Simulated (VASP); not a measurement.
Write the native input for VASP 6.6.1 that does the following.

| Item | Value |
| --- | --- |
| Task | single point |
| Functional | LDA |
| Potentials or basis | VASP PAW LDA potentials, release 64 (W_sv) |
| Cutoff | 520 eV |
| k mesh | 20 × 20 × 20 |
| Occupations | gaussian, width 0.15 eV |
| Spin | no spin polarisation |
| Dipole correction | no |
| Further INCAR settings | ALGO = Fast; EDIFF = 1e-06; NBANDS = 13 |

The structure of W lies in POSCAR:

```
W
1.0
   -0.2979718176      1.9864787842      2.1354646930
    1.6885069666      0.0000000000      1.8374928754
    1.9864787842      1.9864787842     -0.2979718176
W
1
Direct
    0.0000000000      0.0000000000      0.0000000000
```

This cell differs from its parent crystal: engineering shear strain xz -0.3000, normal strain along z +0.0750.

The input as run:

INCAR

```
  PREC = Accurate
  ENCUT = 520
  EDIFF = 1E-6
  ISMEAR = 0
  SIGMA = 0.15
  LREAL = False
  LASPH = True
  NELM = 100
  ALGO = Fast
  ISIF = 2
  LWAVE = False
  LCHARG = True
  GGA = CA
  LELF = True
  LVHAR = True
  NBANDS = 13
```

KPOINTS

```
Automatic mesh
0
Gamma
  20 20 20
```

Potentials or basis: VASP PAW LDA potentials, release 64 (W_sv).

Command:

```sh
$ cat potpaw_LDA.64/W_sv/POTCAR > POTCAR
$ mpirun -np 1 vasp_std > vasp.out
```

It gave:

```yaml
Pressure: -0.8 GPa
Band_gap_on_the_k_mesh: zero (bands 7 and 8 overlap by 4.68 eV)
```

Caveat: the cell differs from its parent crystal (engineering shear strain xz -0.3000, normal strain along z +0.0750); the stress differs along the axes, from -7 to 3 GPa; spin-orbit coupling is left out, which moves the levels of the heavy elements.

Run time: 2 min on 1 thread of Intel(R) Xeon(R) 6975P-C (Granite Rapids) (shared host), peak memory 0.49 GiB.
